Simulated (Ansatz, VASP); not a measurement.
Zn4HO4 in VASP and in Ansatz

Contents of INCAR:

```
PREC = Accurate
ENCUT = 520
EDIFF = 1E-6
ISMEAR = 0
SIGMA = 0.05
LREAL = False
LASPH = True
NELM = 80
ALGO = Normal
ISIF = 2
LWAVE = False
LCHARG = False
GGA = PS
NBANDS = 46
```

The input KPOINTS:

```
Automatic mesh
0
Gamma
  4 4 8
```

File POSCAR:

```
Zn4HO4
1.0
    5.5148137916      0.0000000000      0.0000000000
    0.0000000000      5.5148137916      0.0000000000
    0.0000000000      0.0000000000      3.2430062931
Zn O H
4 4 1
Direct
    0.1820657240      0.1820657240      0.5000000000
    0.8179342760      0.8179342760      0.5000000000
    0.6820657240      0.3179342760      0.0000000000
    0.3179342760      0.6820657240      0.0000000000
    0.8180023132      0.1819976868      0.5000000000
    0.1819976868      0.8180023132      0.5000000000
    0.6819976868      0.6819976868      0.0000000000
    0.3180023132      0.3180023132      0.0000000000
    1.0000405349     -0.4180023132      0.4000000000
```

Input for Ansatz:

```yaml
crystal:
  lattice:
    - [5.5148137916, 0.0, 0.0]
    - [0.0, 5.5148137916, 0.0]
    - [0.0, 0.0, 3.2430062931]
  atoms:
    - { symbol: Zn, position: [0.182065724, 0.182065724, 0.5] }
    - { symbol: Zn, position: [0.817934276, 0.817934276, 0.5] }
    - { symbol: Zn, position: [0.682065724, 0.317934276, 0.0] }
    - { symbol: Zn, position: [0.317934276, 0.682065724, 0.0] }
    - { symbol: O, position: [0.8180023132, 0.1819976868, 0.5] }
    - { symbol: O, position: [0.1819976868, 0.8180023132, 0.5] }
    - { symbol: O, position: [0.6819976868, 0.6819976868, 0.0] }
    - { symbol: O, position: [0.3180023132, 0.3180023132, 0.0] }
    - { symbol: H, position: [1.0000405349, -0.4180023132, 0.4] }
basis:
  ecutwfc: 420
kpoints:
  mp_grid: { grid: [4, 4, 8] }
hamiltonian:
  xc: pbesol
  pseudopotentials: { kind: paw, azcp: { folder: soft_1 } }
scf:
  occupations: { method: gaussian, width: 0.05 }
output:
  forces: true
  stress: true
  eigenvalues: true
  write_density: true
  write_potential: true
  elf: true
  volumetric_format: npy
```

Alike in both runs: task single point; functional PBEsol; k mesh 4 × 4 × 8; occupations gaussian, width 0.05 eV; no spin polarisation.

|  | VASP | Ansatz |
| --- | --- | --- |
| version | VASP 6.6.1 | Ansatz 0.2.0 |
| potentials or method | VASP PAW PBE potentials, release 64 (Zn, O, H), cutoff 520 eV | scalar-relativistic, plane waves, PAW |
| valence electrons in the cell | 73 | 73 |

Ansatz gave:

| Item | Value |
| --- | --- |
| gap on the k mesh at the Fermi level (eV) | none |
| pressure (GPa) | 4.1 |
| traceless stress, the component that is largest in VASP (GPa) | -1.69 |
| rms of the force components (eV/Å) | 0.377 |

Q: Estimate VASP's values.

A: gap on the k mesh at the Fermi level (eV): none; pressure (GPa): 5.0; traceless stress, the component that is largest in VASP (GPa): -1.74; rms of the force components (eV/Å): 0.383.

VASP's potentials were made for PBE, not for PBEsol, and Ansatz warns of the same on its side. Atom by atom the forces differ by 0.008 eV/Å (rms over components). A gap of «none» marks a metal or a gap that the smearing closes.
